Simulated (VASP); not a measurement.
Wanted: the native input for a VASP 6.6.1 run.

| Property | Result |
| --- | --- |
| Task | single point |
| Functional | PBE |
| Dispersion | D3(BJ) |
| Potentials or basis | VASP PAW PBE potentials, release 64 (O, H, Na_pv) |
| Cutoff | 520 eV |
| k mesh | 1 × 1 × 1 |
| Occupations | fermi-dirac, width 0.02 eV |
| Spin | no spin polarisation |
| Dipole correction | no |
| Further INCAR settings | ALGO = Normal; EDIFF = 1e-06; NBANDS = 47 |

The structure of NaH13O7 lies in POSCAR:

```
NaH13O7
1.0
    6.1726520000      0.0000000000      0.0000000000
    0.0000000000      6.0413140000      0.0000000000
    0.0000000000      0.0000000000      6.4726950000
O H Na
7 13 1
Direct
    0.8337421258      0.3349436894      0.0685649486
    0.1359383293     -0.1384798075      0.2111948732
    0.3313000636      0.0939034124      0.8174184015
   -0.0494277014      0.6002833158      0.6060690331
    0.5866684206      0.8315906109      0.9884908836
    0.3320938877      0.5187447631      0.9771972880
    0.5425220797      0.7160197268      0.5102511396
    0.8386508749      0.5100877061      0.0563134830
    0.6715103978      0.3144845641      0.0199607737
    0.2633227987     -0.0743877905      0.1824587749
    0.1794852520     -0.2774893012      0.1056128861
    0.2951081642      0.2642140435      0.8081332428
    0.1871318843      0.0670052906      0.8473595620
   -0.0731614224      0.4415761207      0.5627640419
   -0.0194081895      0.6301940273      0.7322452240
    0.4978249219      0.9538984400      0.9796846599
    0.4995745751      0.7084054893      1.0173351286
    0.6190370039      0.6782961455      0.6476282290
    0.3372132432      0.4378021073      1.1021220682
    0.3926513272      0.7046811339      0.5461867120
    0.8092955832      0.8630572753      0.2983610382
```

One way to write it, as run:

INCAR

```
ALGO = Normal ; EDIFF = 1E-6
ENCUT = 520 ; GGA = PE
GGA_COMPAT = F ; ISIF = 2
ISMEAR = -1 ; IVDW = 12
LASPH = T ; LCHARG = F
LREAL = F ; LWAVE = F
NBANDS = 47 ; NELM = 120
PREC = Accurate ; SIGMA = 0.02
```

KPOINTS

```
k-points
0
Gamma
  1 1 1
```

Potentials or basis: VASP PAW PBE potentials, release 64 (O, H, Na_pv).

Launch:

```sh
$ cat potpaw_PBE.64/O/POTCAR potpaw_PBE.64/H/POTCAR potpaw_PBE.64/Na_pv/POTCAR > POTCAR
$ mpirun -np 1 vasp_gam > vasp.out
```

Results of the run:

```json
{"Pressure": "2.6 GPa", "Largest force": "10.209 eV/Å", "Band gap on the k mesh": "2.92 eV", "Dispersion energy per atom": "-0.039 eV"}
```

Caveat: the k points lie up to 1.04 Å⁻¹ apart.

Run time: 35 s on 1 thread of Intel Xeon 8259CL, with other jobs on the host, peak memory 0.31 GiB.
